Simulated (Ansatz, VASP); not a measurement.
**One calculation of Co, two programs**

```
Co
1.0
     2.52700    0.00000    0.00000
    -1.26350    2.18845    0.00000
     0.00000    0.00000    4.11900
Co
2
Direct
  0.33333 0.66667 0.25000
  0.66667 0.33333 0.75000
```

Alike in both runs: task single point; functional PBE; k mesh 13 × 13 × 7; occupations fermi-dirac, width 0.1 eV; collinear spin.

```csv
,VASP,Ansatz
version,VASP 6.6.1,Ansatz 0.2.0
potentials or method,"VASP PAW PBE potentials, release 64 (Co), cutoff 520 eV","PAW, plane waves, scalar-relativistic"
valence electrons in the cell,18,34
```

```tsv
	VASP	Ansatz	Ansatz less VASP
pressure (GPa)	-9.6	-9.0	+0.53
traceless stress, the component that is largest in VASP (GPa)	-0.82	-0.72	+0.102
net moment per atom (μB)	1.63	1.64	+0.007
size of the moment on the site where the two differ most (μB)	1.66	1.72	+0.059
```

Site moments also hang on the region over which each program counts them. VASP's potentials hold 18 valence electrons a cell and Ansatz's 34, so a difference there can come from the potentials and not from the codes.
